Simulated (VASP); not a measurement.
# MnO2 (P4_2/mnm) in VASP: notebook

MnO2 is run at these levels: PBE; tasks: single point.

All numbers are computed with VASP 6.6.1; they aren't measurements. Logs are shortened: lines on timing, memory, paths and dates and some standing lists are left out, and cuts for length are marked.

## Step 1: The cell of the first run

It takes space group P4_2/mnm (No. 136, tetragonal). The conventional cell has a = 4.311 Å, b = 4.311 Å, c = 2.809 Å, α = 90.00°, β = 90.00°, γ = 90.00°. Mn (site symmetry mmm) has 6 O at 1.84 to 1.86 Å within 2.4 Å. O (site symmetry m2m) has 3 Mn at 1.84 to 1.86 Å and 1 O at 2.38 Å within 2.4 Å.

## Step 2: Single point, PBE, collinear spin, ferromagnetic start

INCAR

```
PREC     = Accurate       # precision mode
ENCUT    = 520            # plane-wave cutoff, eV
EDIFF    = 1E-7           # SCF threshold, eV
ISMEAR   = -1             # smearing method
SIGMA    = 0.05           # smearing width, eV
LREAL    = F              # projectors in reciprocal space
LASPH    = T              # aspherical terms in the spheres
NELM     = 150            # most SCF steps
ALGO     = Normal         # electronic algorithm
ISIF     = 2              # what is computed and relaxed
LWAVE    = F              # write WAVECAR
LCHARG   = F              # write CHGCAR
ISPIN    = 2              # spin polarisation
MAGMOM   = 4 4 0 0 0 0    # initial moments
LORBIT   = 11             # projections on sites
LMAXMIX  = 4              # l up to which the mixer works
GGA      = PE             # functional
NBANDS   = 38             # bands
```

KPOINTS

```
regular mesh
0
Gamma
  6 6 9
```

POSCAR

```
MnO2
1.0
    4.3105887966      0.0000000000      0.0000000000
    0.0000000000      4.3105887966      0.0000000000
    0.0000000000      0.0000000000      2.8085497226
Mn O
2 4
Direct
    0.5000000000      0.5000000000      0.5000000000
    0.0000000000      0.0000000000      0.0000000000
    0.8049161500      0.1950838500      0.5000000000
    0.6950838500      0.6950838500      0.0000000000
    0.1950838500      0.8049161500      0.5000000000
    0.3049161500      0.3049161500      0.0000000000
```

Potentials or basis: VASP PAW PBE potentials, release 64 (Mn_pv, O).

Launch:

```
cat potpaw_PBE.64/Mn_pv/POTCAR potpaw_PBE.64/O/POTCAR > POTCAR
mpirun -np 1 vasp_std > vasp.out
```

OUTCAR:

```text
PREC = Accurate
   ENCUT = 520
   EDIFF = 1E-7
   ISMEAR = -1
   LREAL = F
   LASPH = T
   NELM = 150
   ISIF = 2
   ISPIN = 2
   LORBIT = 11
   GGA = PE

 ion  position               nearest neighbor table
   1  0.500  0.500  0.500-   4 1.84   6 1.84   4 1.84   6 1.84   5 1.86   3 1.86
   2  0.000  0.000  0.000-   3 1.84   5 1.84   3 1.84   5 1.84   4 1.86   6 1.86
   3  0.805  0.195  0.500-   2 1.84   2 1.84   1 1.86
   4  0.695  0.695  0.000-   1 1.84   1 1.84   2 1.86
   5  0.195  0.805  0.500-   2 1.84   2 1.84   1 1.86
   6  0.305  0.305  0.000-   1 1.84   1 1.84   2 1.86

  LATTYP: Found a simple tetragonal cell.
 ALAT       =     4.3105887966
 C/A-ratio  =     0.6515466576

  Lattice vectors:

 A1 = (   4.3105887966,   0.0000000000,   0.0000000000)
 A2 = (   0.0000000000,   4.3105887966,   0.0000000000)
 A3 = (   0.0000000000,   0.0000000000,   2.8085497226)

Analysis of symmetry for initial positions (statically):
=====================================================================
 Subroutine PRICEL returns:
 Original cell was already a primitive cell.

 Routine SETGRP: Setting up the symmetry group for a
 simple tetragonal supercell.

 Subroutine GETGRP returns: Found 16 space group operations
 (whereof  8 operations were pure point group operations)
 out of a pool of 16 trial point group operations.

The static configuration has the point symmetry D_2h.
 The point group associated with its full space group is D_4h.

Analysis of symmetry for dynamics (positions and initial velocities):
=====================================================================
 Subroutine PRICEL returns:
 Original cell was already a primitive cell.

 Routine SETGRP: Setting up the symmetry group for a
 simple tetragonal supercell.

 Subroutine GETGRP returns: Found 16 space group operations
 (whereof  8 operations were pure point group operations)
 out of a pool of 16 trial point group operations.

The dynamic configuration has the point symmetry D_2h.
 The point group associated with its full space group is D_4h.

Analysis of structural, dynamic, and magnetic symmetry:
=====================================================================
 Subroutine PRICEL returns:
 Original cell was already a primitive cell.

 Routine SETGRP: Setting up the symmetry group for a
 simple tetragonal supercell.

 Subroutine GETGRP returns: Found 16 space group operations
 (whereof  8 operations were pure point group operations)
 out of a pool of 16 trial point group operations.

The overall configuration has the point symmetry D_2h.
 The point group associated with its full space group is D_4h.

 Subroutine INISYM returns: Found 16 space group operations
 (whereof  8 operations are pure point group operations),
 and found     1 'primitive' translations

----------------------------------------------------------------------------------------

                                     Primitive cell

  volume of cell :      52.1862

  direct lattice vectors                    reciprocal lattice vectors
     4.310588797  0.000000000  0.000000000     0.231986869  0.000000000  0.000000000
     0.000000000  4.310588797  0.000000000     0.000000000  0.231986869  0.000000000
     0.000000000  0.000000000  2.808549723     0.000000000  0.000000000  0.356055651

  length of vectors
     4.310588797  4.310588797  2.808549723     0.231986869  0.231986869  0.356055651

  position of ions in fractional coordinates (direct lattice)
     0.500000000  0.500000000  0.500000000
     0.000000000  0.000000000  0.000000000
     0.804916150  0.195083850  0.500000000
     0.695083850  0.695083850  0.000000000
     0.195083850  0.804916150  0.500000000
     0.304916150  0.304916150  0.000000000

  ion indices of the primitive-cell ions
   primitive index   ion index
                 1           1
                 2           2
                 3           3
                 4           4
                 5           5
                 6           6

----------------------------------------------------------------------------------------

 KPOINTS: regular mesh

Automatic generation of k-mesh.
 Grid dimensions read from file:
 generate k-points for:    6    6    9

 Generating k-lattice:

  Cartesian coordinates                     Fractional coordinates (reciprocal lattice)
     0.038664478  0.000000000  0.000000000     0.166666667  0.000000000  0.000000000
     0.000000000  0.038664478  0.000000000     0.000000000  0.166666667  0.000000000
     0.000000000  0.000000000  0.039561739     0.000000000  0.000000000  0.111111111

  Length of vectors
     0.038664478  0.038664478  0.039561739

  Shift w.r.t. Gamma in fractional coordinates (k-lattice)
     0.000000000  0.000000000  0.000000000

 Subroutine IBZKPT returns following result:
 ===========================================

 Found     50 irreducible k-points:

 Following reciprocal coordinates:
            Coordinates               Weight
[... 69 lines left out ...]
  ext. energy  EPLUGINS =         0.00000000
  ---------------------------------------------------
  free energy    TOTEN  =       -47.34641379 eV

  energy without entropy =      -47.33903792  energy(sigma->0) =      -47.34272586

 E-fermi :   6.3532     XC(G=0): -12.3809

 val. band max:        6.3292176519   @ k =   0.1667   0.1667   0.0000
 cond. band min:       6.3925169396   @ k =   0.0000   0.0000   0.0000
 fundamental gap:      0.0632992878
 Fermi energy:         6.3531755405

 spin component 1

 k-point     1 :       0.0000    0.0000    0.0000
  band No.  band energies     occupation
      1     -44.5261      1.00000
      2     -44.5157      1.00000
      3     -44.4449      1.00000
      4     -44.4449      1.00000
      5     -44.3748      1.00000
      6     -44.3748      1.00000
[... 29 lines left out ...]
     36      20.2354      0.00000
     37      21.4333      0.00000

 k-point     2 :       0.1667    0.0000    0.0000
  band No.  band energies     occupation
      1     -44.5254      1.00000
      2     -44.5163      1.00000
      3     -44.4439      1.00000
      4     -44.4438      1.00000
      5     -44.3760      1.00000
      6     -44.3759      1.00000
[... 872 lines left out ...]
 k-point    24 :       0.5000    0.0000    0.2222
  band No.  band energies     occupation
      1     -44.5804      1.00000
      2     -44.5804      1.00000
      3     -44.4308      1.00000
      4     -44.4308      1.00000
      5     -44.3750      1.00000
      6     -44.3750      1.00000
[... 29 lines left out ...]
     36      20.6086      0.00000
     37      22.2022      0.00000

 [... further k-points ...]

 spin component 2

 k-point     1 :       0.0000    0.0000    0.0000
  band No.  band energies     occupation
      1     -41.6219      1.00000
      2     -41.6091      1.00000
      3     -41.5528      1.00000
      4     -41.5528      1.00000
      5     -41.4608      1.00000
      6     -41.4608      1.00000
[... 29 lines left out ...]
     36      21.1404      0.00000
     37      21.8803      0.00000

 k-point     2 :       0.1667    0.0000    0.0000
  band No.  band energies     occupation
      1     -41.6210      1.00000
      2     -41.6099      1.00000
      3     -41.5515      1.00000
      4     -41.5514      1.00000
      5     -41.4623      1.00000
      6     -41.4622      1.00000
[... 872 lines left out ...]
 k-point    24 :       0.5000    0.0000    0.2222
  band No.  band energies     occupation
      1     -41.6856      1.00000
      2     -41.6856      1.00000
      3     -41.5352      1.00000
      4     -41.5352      1.00000
      5     -41.4612      1.00000
      6     -41.4612      1.00000
[... 29 lines left out ...]
     36      21.2181      0.00000
     37      22.6474      0.00000

 [... further k-points ...]

 [bands above 37 left out]

------------------------ aborting loop because EDIFF is reached ----------------------------------------

  FORCE on cell =-STRESS in cart. coord.  units (eV):
  Direction    XX          YY          ZZ          XY          YZ          ZX
  --------------------------------------------------------------------------------------
  -------------------------------------------------------------------------------------
  Total        8.0950671      8.0950671      9.0052671      0.0000000      0.0000000      0.0000000
  in kB      248.5282288    248.5282288    276.4724575      0.0000000      0.0000000      0.0000000
  external PRESSURE =     257.8429717 kB  Pullay stress =       0.0000000 kB

 VOLUME and BASIS-vectors are now :
 -----------------------------------------------------------------------------
  energy-cutoff  :      520.00
  volume of cell :       52.19
      direct lattice vectors                 reciprocal lattice vectors
     4.310588797  0.000000000  0.000000000     0.231986869  0.000000000  0.000000000
     0.000000000  4.310588797  0.000000000     0.000000000  0.231986869  0.000000000
     0.000000000  0.000000000  2.808549723     0.000000000  0.000000000  0.356055651

 POSITION                                       TOTAL-FORCE (eV/Angst)
 -----------------------------------------------------------------------------------
      2.15529      2.15529      1.40427        -0.000000      0.000000      0.000000
      0.00000      0.00000      0.00000        -0.000000      0.000000      0.000000
      3.46966      0.84093      1.40427        -0.241234      0.241234      0.000000
      2.99622      2.99622      0.00000         0.241234      0.241234      0.000000
      0.84093      3.46966      1.40427         0.241234     -0.241234      0.000000
      1.31437      1.31437      0.00000        -0.241234     -0.241234      0.000000
 -----------------------------------------------------------------------------------
    total drift:                               -0.000000     -0.000000     -0.000000

  FREE ENERGIE OF THE ION-ELECTRON SYSTEM (eV)
  ---------------------------------------------------
  free  energy   TOTEN  =       -47.3464137891 eV

  energy  without entropy=      -47.3390379220  energy(sigma->0) =      -47.34272586

 total charge

# of ion       s       p       d       tot
------------------------------------------
    1        0.383   6.531   4.977  11.891
    2        0.383   6.531   4.977  11.891
    3        1.572   3.506   0.000   5.077
    4        1.572   3.506   0.000   5.077
    5        1.572   3.506   0.000   5.077
    6        1.572   3.506   0.000   5.077
--------------------------------------------------
tot          7.053  27.086   9.953  44.092

 magnetization (x)

# of ion       s       p       d       tot
------------------------------------------
    1        0.017   0.032   2.584   2.633
    2        0.017   0.032   2.584   2.633
    3        0.001   0.113   0.000   0.113
    4        0.001   0.113   0.000   0.113
    5        0.001   0.113   0.000   0.113
    6        0.001   0.113   0.000   0.113
--------------------------------------------------
tot          0.038   0.515   5.168   5.720
```

Wall time 4.5 min (1 thread of Oxide Virtual Turin-like, shared host); peak memory 0.24 GiB.

Results:

| Quantity | Value |
| --- | --- |
| Free energy | -47.3464 eV |
| Pressure | 25.8 GPa |
| Largest force | 0.341 eV/Å |
| Net moment | 5.94 μB per cell |
| Site moments | Mn +2.63; O +0.11 μB |
| Valence electrons inside the program's atomic spheres | Mn 11.89; O 5.08 |

Forces on the atoms (eV/Å):
```
Mn   0.000  0.000  0.000
Mn   0.000  0.000  0.000
O   -0.241  0.241  0.000
O    0.241  0.241  0.000
O    0.241 -0.241  0.000
O   -0.241 -0.241  0.000
```

Stress tensor (GPa, compression positive):
```
24.85  0.00  0.00
 0.00 24.85  0.00
 0.00  0.00 27.65
```

Levels at points of the mesh, in eV from the Fermi level:
Spin up:
```tsv
k point	band 25	band 26	band 27	band 28	band 29	band 30	band 31	band 32
(0.00, 0.00, 0.00)	-1.48	-1.48	-0.88	-0.10	0.04	2.99	2.99	3.81
(0.50, 0.00, 0.00)	-1.48	-1.48	-0.75	-0.75	2.49	2.49	2.71	2.71
(0.50, 0.50, 0.00)	-2.42	-2.42	-0.05	-0.05	1.78	1.78	2.95	2.95
```
Spin down:
```csv
k point,band 20,band 21,band 22,band 23,band 24,band 25
"(0.00, 0.00, 0.00)",-1.15,-1.15,-0.56,-0.11,0.26,0.40
"(0.50, 0.00, 0.00)",-3.16,-1.46,-1.46,0.68,0.68,1.07
"(0.50, 0.50, 0.00)",-2.76,-2.17,-2.17,-0.06,-0.06,0.41
```

Caveat: the cell stands under pressure; semilocal functionals often make such compounds metallic where correlation or magnetic order opens a gap, which also shifts bond lengths; the run started ferromagnetic, and an antiferromagnetic order may lie lower in energy. With open d or f shells a metallic result of PBE can be an artefact of self-interaction; +U or a hybrid may open a gap.

## Step 3: Single point, PBE, collinear spin, ferromagnetic start

This run uses another cell than the first one, of 9.81 Å³/atom.

INCAR

```
SYSTEM = MnO2
PREC = Accurate ; ENCUT = 520
EDIFF = 1E-6 ; ISMEAR = -1
SIGMA = 0.05 ; LREAL = .False.
LASPH = .True. ; NELM = 150
ALGO = Normal ; ISIF = 2
LWAVE = .False. ; LCHARG = .False.
ISPIN = 2 ; MAGMOM = 4 4 0 0 0 0
LORBIT = 11 ; LMAXMIX = 4
GGA = PE ; NBANDS = 38
```

KPOINTS

```
Automatic mesh
0
Gamma
  6 6 9
  0 0 0
```

Edit POSCAR of step 2 so:

```diff
@@ -2,5 +2,5 @@
 1.0
-    4.3105887966      0.0000000000      0.0000000000
-    0.0000000000      4.3105887966      0.0000000000
-    0.0000000000      0.0000000000      2.8085497226
+    4.4867230866      0.0000000000      0.0000000000
+    0.0000000000      4.4867230866      0.0000000000
+    0.0000000000      0.0000000000      2.9233094305
 Mn O
```

Potentials or basis: VASP PAW PBE potentials, release 64 (Mn_pv, O).

Launch:

```
cat potpaw_PBE.64/Mn_pv/POTCAR potpaw_PBE.64/O/POTCAR > POTCAR
mpirun -np 1 vasp_std > vasp.out
```

Wall time 5.6 min (1 thread of Oxide Virtual Turin-like, shared host); peak memory 0.26 GiB.

The run converged. Its results:

| Quantity | Value |
| --- | --- |
| Free energy | -47.6869 eV |
| Pressure | -6.8 GPa |
| Largest force | 0.208 eV/Å |
| Band gap on the k mesh | zero (filled and empty bands overlap) |
| Net moment | 6.00 μB per cell |
| Site moments | Mn +2.74; O +0.07 μB |
| Valence electrons inside the program's atomic spheres | Mn 11.59; O 5.00 |

Forces in eV/Å, atoms in the order of the input:
```
Mn   0.000  0.000  0.000
Mn   0.000  0.000  0.000
O    0.147 -0.147  0.000
O   -0.147 -0.147  0.000
O   -0.147  0.147  0.000
O    0.147  0.147  0.000
```

Stress tensor (GPa, compression positive):
```
-5.72  0.00  0.00
 0.00 -5.72  0.00
 0.00  0.00 -8.95
```

Levels at points of the mesh, in eV from the Fermi level:
Spin up:
```
           k point  band 24  band 25  band 26  band 27  band 28  band 29  band 30  band 31  band 32  band 33
(0.00, 0.00, 0.00)    -1.53    -1.08    -1.08    -0.55    -0.32    -0.21     2.53     2.53     3.19     7.24
(0.50, 0.00, 0.00)    -1.54    -1.37    -1.37    -0.69    -0.69     2.02     2.02     2.32     2.32     9.63
(0.50, 0.50, 0.00)    -2.38    -1.95    -1.95    -0.05    -0.05     1.24     1.24     2.50     2.50    10.99
```
Spin down:
```csv
k point,band 19,band 20,band 21,band 22,band 23,band 24,band 25,band 26
"(0.00, 0.00, 0.00)",-1.53,-0.82,-0.82,-0.24,0.26,0.52,0.66,0.66
"(0.50, 0.00, 0.00)",-2.64,-2.64,-1.02,-1.02,0.87,0.87,1.20,1.20
"(0.50, 0.50, 0.00)",-2.35,-2.35,-1.77,-1.77,0.27,0.27,0.67,0.67
```

Caveat: the cell stands under tension; semilocal functionals often make such compounds metallic where correlation or magnetic order opens a gap, which also shifts bond lengths; the run started ferromagnetic, and an antiferromagnetic order may lie lower in energy.

## Step 4: Single point, PBE, non-collinear spin, typed start

This run uses another cell than the first one, of 9.25 Å³/atom.

INCAR

```
SYSTEM = MnO2
ALGO = Normal
EDIFF = 1E-6
ENCUT = 520
GGA = PE
ISIF = 2
ISMEAR = -1
LASPH = .TRUE.
LCHARG = .FALSE.
LMAXMIX = 4
LNONCOLLINEAR = .TRUE.
LORBIT = 11
LREAL = .FALSE.
LWAVE = .FALSE.
MAGMOM = -0.125 0.911 1.877 -3.956 0.804 0.159 0 0 0 0 0 0 0 0 0 0 0 0
NBANDS = 66
NELM = 150
PREC = Accurate
SIGMA = 0.05
```

KPOINTS

```
k-points
0
G
  5 5 7
  0 0 0
```

Edit POSCAR of step 3 so:

```diff
@@ -2,5 +2,5 @@
 1.0
-    4.4867230866      0.0000000000      0.0000000000
-    0.0000000000      4.4867230866      0.0000000000
-    0.0000000000      0.0000000000      2.9233094305
+    4.4004184607      0.0000000000      0.0000000000
+    0.0000000000      4.4004184607      0.0000000000
+    0.0000000000      0.0000000000      2.8670779400
 Mn O
```

Launch:

```
cat potpaw_PBE.64/Mn_pv/POTCAR potpaw_PBE.64/O/POTCAR > POTCAR
mpirun -np 1 vasp_ncl > vasp.out
```

Run time: 60 min. Hardware: 1 thread of Oxide Virtual Turin-like, shared host; peak memory 0.57 GiB.

The run converged. Its results:

```yaml
Free_energy: -47.9122 eV
Pressure: 4.0 GPa
Largest_force: 0.156 eV/Å
Band_gap_on_the_k_mesh: zero (bands 50 and 51 overlap by 0.30 eV)
Net_moment: 0.00 μB per cell
Valence_electrons_inside_the_program's_atomic_spheres: Mn 11.74; O 5.03
```

Forces in eV/Å, atoms in the order of the input:
```
Mn   0.000  0.000  0.000
Mn   0.000  0.000  0.000
O   -0.109  0.109  0.000
O    0.110  0.110  0.000
O    0.109 -0.109  0.000
O   -0.110 -0.110  0.000
```

Levels at points of the mesh, in eV from the Fermi level:
```csv
k point,band 46,band 47,band 48,band 49,band 50,band 51,band 52,band 53,band 54,band 55
"(0.00, 0.00, 0.00)",-1.13,-1.07,-1.07,-0.44,-0.44,-0.21,-0.21,0.36,0.36,1.15
```

Moments on the atoms (μB; x, y, z):
```
Mn   1.81  0.46  1.67
Mn  -1.81 -0.45 -1.67
O   -0.04 -0.01 -0.03
O    0.04  0.01  0.03
O   -0.04 -0.01 -0.03
O    0.04  0.01  0.03
```

Caveat: the cell stands under pressure; semilocal functionals often make such compounds metallic where correlation or magnetic order opens a gap, which also shifts bond lengths. With open d or f shells a metallic result of PBE can be an artefact of self-interaction; +U or a hybrid may open a gap.

The gap in the log of VASP goes by the Fermi energy; the results here count the filled bands.